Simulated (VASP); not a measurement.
Write the native input for VASP 6.6.1 that does the following.

```yaml
Task: single point
Functional: r2SCAN
Potentials_or_basis: VASP PAW PBE potentials, release 64 (Sb)
Cutoff: 520 eV
k_mesh: 13 × 13 × 13
Occupations: fermi-dirac, width 0.1 eV
Spin: no spin polarisation
Dipole_correction: no
Further_INCAR_settings: ALGO = Normal; EDIFF = 1e-06; NBANDS = 8
```

Crystal: Sb.

```
Sb
1.0
    -1.52213    1.52213    2.61835
     1.52213   -1.52213    2.61835
     1.52213    1.52213   -2.61835
Sb
1
Cartesian
  0.0000 0.0000 0.0000
```

These files were run (other wordings do the same):

POSCAR

```
Sb
1.0
   -1.5221326344      1.5221326344      2.6183473507
    1.5221326344     -1.5221326344      2.6183473507
    1.5221326344      1.5221326344     -2.6183473507
Sb
1
Direct
    0.0000000000      0.0000000000      0.0000000000
```

INCAR.step1

```
PREC = Accurate
ENCUT = 520
ISMEAR = -1
SIGMA = 0.1
LREAL = False
LASPH = True
NELM = 100
NBANDS = 8
GGA = PE
ALGO = Normal
EDIFF = 1E-4
LWAVE = True
LCHARG = False
```

INCAR.step2

```
PREC = Accurate
ENCUT = 520
EDIFF = 1E-6
ISMEAR = -1
SIGMA = 0.1
LREAL = False
LASPH = True
NELM = 100
ALGO = Normal
ISIF = 2
LWAVE = False
LCHARG = False
METAGGA = R2SCAN
LMIXTAU = True
NBANDS = 8
ISTART = 1
```

KPOINTS

```
regular mesh
0
Gamma
  13 13 13
```

Potentials or basis: VASP PAW PBE potentials, release 64 (Sb).

Run with:

```bash
$ cat potpaw_PBE.64/Sb/POTCAR > POTCAR
$ cp INCAR.step1 INCAR
$ mpirun -np 1 vasp_std > vasp.out
$ cp INCAR.step2 INCAR
$ mpirun -np 1 vasp_std > vasp.out
```

Results of the run:

```json
{
  "Pressure": "10.3 GPa",
  "Band gap on the k mesh": "zero (an odd number of electrons rules out a gap without spin polarisation)"
}
```

Caveat: the cell stands under pressure; the PAW data sets were made with another functional, which shifts forces and pressure a little; spin-orbit coupling is left out, which moves the levels of the heavy elements.

Wall time 70 s on 1 thread of Intel(R) Xeon(R) 6975P-C (Granite Rapids), with other jobs on the host, peak memory 0.19 GiB.
